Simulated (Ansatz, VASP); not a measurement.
## Two plane-wave programs on AlN

File POSCAR:

```
AlN
1.0
    0.0000000000      2.1848764208      2.1848764208
    2.1848764208      0.0000000000      2.1848764208
    2.1848764208      2.1848764208      0.0000000000
Al N
1 1
Direct
    0.0000000000      0.0000000000      0.0000000000
    0.2500000000      0.2500000000      0.2500000000
```

File INCAR.step1:

```
SYSTEM = AlN
ALGO = Normal
EDIFF = 1E-5
ENCUT = 520
GGA = PE
ISIF = 2
ISMEAR = 0
LASPH = .TRUE.
LCHARG = .FALSE.
LREAL = .FALSE.
LWAVE = .TRUE.
NBANDS = 11
NELM = 60
PREC = Accurate
SIGMA = 0.01
```

File INCAR.step2:

```
SYSTEM = AlN
AEXX = 0.5
ALGO = Normal
EDIFF = 1E-6
ENCUT = 520
ISIF = 2
ISMEAR = 0
ISTART = 1
LASPH = .TRUE.
LCHARG = .FALSE.
LHFCALC = .TRUE.
LMIXTAU = .TRUE.
LREAL = .FALSE.
LWAVE = .FALSE.
METAGGA = R2SCAN
NBANDS = 11
NELM = 60
PREC = Accurate
PRECFOCK = Normal
SIGMA = 0.01
```

The input KPOINTS:

```
k-points
0
G
  4 4 4
  0 0 0
```

Input for Ansatz:

```yaml
crystal:
  lattice:
    - [0.0, 2.1848764208, 2.1848764208]
    - [2.1848764208, 0.0, 2.1848764208]
    - [2.1848764208, 2.1848764208, 0.0]
  atoms:
    - { symbol: Al, position: [0.0, 0.0, 0.0] }
    - { symbol: "N", position: [0.25, 0.25, 0.25] }
kpoints:
  mp_grid: { grid: [4, 4, 4] }
hamiltonian:
  xc: r2scan50
scf:
  occupations: { method: fixed }
  n_extra_bands: 4
output:
  forces: true
  stress: true
  eigenvalues: true
```

Alike in both runs: task single point; functional r2SCAN50; k mesh 4 × 4 × 4; no spin polarisation.

|  | VASP | Ansatz |
| --- | --- | --- |
| version | VASP 6.6.1 | Ansatz 0.2.0 |
| potentials or method | VASP PAW PBE potentials, release 64 (Al, N) | plane waves |
| plane-wave cutoff (eV) | 520 | 500 |
| occupations | gaussian, width 0.01 eV | fixed |
| valence electrons in the cell | 8 | 8 |

```csv
,VASP,Ansatz,Ansatz less VASP
gap on the k mesh at the Fermi level (eV),7.62,7.53,-0.090
pressure (GPa),-6.7,-6.4,+0.34
```

VASP's potentials were made for PBE, not for r2SCAN50. Ansatz's warnings: stress exchange threshold loose, stress scf threshold loose.

The k mesh is coarse, so the values compare programs but aren't converged.
